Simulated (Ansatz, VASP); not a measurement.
# One calculation of Ti2HC, two programs

INCAR

```
PREC = Accurate ; ENCUT = 600
EDIFF = 1E-7 ; ISMEAR = 0
SIGMA = 0.05 ; LREAL = False
LASPH = True ; NELM = 60
ALGO = Normal ; ISIF = 3
LWAVE = False ; LCHARG = False
GGA = PS ; IBRION = 2
NSW = 80 ; EDIFFG = -0.01
```

File KPOINTS:

```
Automatic mesh
0
Gamma
  9 9 9
```

POSCAR

```
Ti2HC
1.0
    1.5482797500      0.8938997300      4.7948803100
   -1.5482797500      0.8938997300      4.7948803100
    0.0000000000     -1.7877994600      4.7948803100
Ti H C
2 1 1
Direct
    0.7560540500      0.7560540500      0.7560540500
    0.2439459500      0.2439459500      0.2439459500
    0.0000000000      0.0000000000      0.0000000000
    0.5000000000      0.5000000000      0.5000000000
```

Input for Ansatz:

```yaml
crystal:
  lattice:
    - [1.54827975, 0.89389973, 4.79488031]
    - [-1.54827975, 0.89389973, 4.79488031]
    - [0.0, -1.78779946, 4.79488031]
  atoms:
    - { symbol: Ti, position: [0.75605405, 0.75605405, 0.75605405] }
    - { symbol: Ti, position: [0.24394595, 0.24394595000000002, 0.24394595] }
    - { symbol: H, position: [0.0, 0.0, 0.0] }
    - { symbol: C, position: [0.5, 0.5, 0.5] }
basis:
  ecutwfc: 550.0
kpoints:
  mp_grid:
    grid: [9, 9, 9]
hamiltonian:
  xc: pbesol
  dispersion: none
scf:
  occupations:
    method: gaussian
    width: 0.05
relax:
  cell: {}
```

Alike in both runs: task relaxation of cell and atoms; functional PBEsol; k mesh 9 × 9 × 9; occupations gaussian, width 0.05 eV; no spin polarisation.

```csv
,VASP,Ansatz
version,VASP 6.6.1,Ansatz 0.2.0
potentials or method,"VASP PAW PBE potentials, release 64 (Ti_sv, H, C), cutoff 600 eV","plane waves, PAW"
valence electrons in the cell,29,29
```

```csv
,VASP,Ansatz,Ansatz less VASP
relaxed volume (Å³/atom),9.71,9.71,-0.003
relaxed length of the cell vector where the two differ most in proportion (Å),5.082,5.082,+0.0001
```

VASP's potentials were made for PBE, not for PBEsol.
